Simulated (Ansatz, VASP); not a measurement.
# One calculation of Ni, two programs

```
Ni
1.0
     0.00000    1.65973    1.65973
     1.65973    0.00000    1.65973
     1.65973    1.65973    0.00000
Ni
1
Direct
  0.00000 0.00000 0.00000
```

Change from the starting cell: volume scaled by 0.84, LAPW.

Alike in both runs: task single point; functional PBE; k mesh 18 × 18 × 18; occupations fermi-dirac, width 0.05 eV; collinear spin.

|  | VASP | Ansatz |
| --- | --- | --- |
| version | VASP 6.6.1 | Ansatz 0.2.0 |
| potentials or method | VASP PAW PBE potentials, release 64 (Ni), cutoff 520 eV | all-electron LAPW, scalar-relativistic |

Ansatz gave:

| Item | Value |
| --- | --- |
| pressure (GPa) | 53.2 |
| net moment per atom (μB) | 0.60 |
| size of the moment on the site where the two differ most (μB) | 0.62 |

Q: Estimate VASP's values.

A: Pressure (GPa): 52.5; net moment per atom (μB): 0.60; size of the moment on the site where the two differ most (μB): 0.59.

Site moments also hang on the region over which each program counts them. Both programs put the cell under a high pressure, so it lies far from rest at this level. Ansatz ran all-electron here, and VASP with PAW potentials.
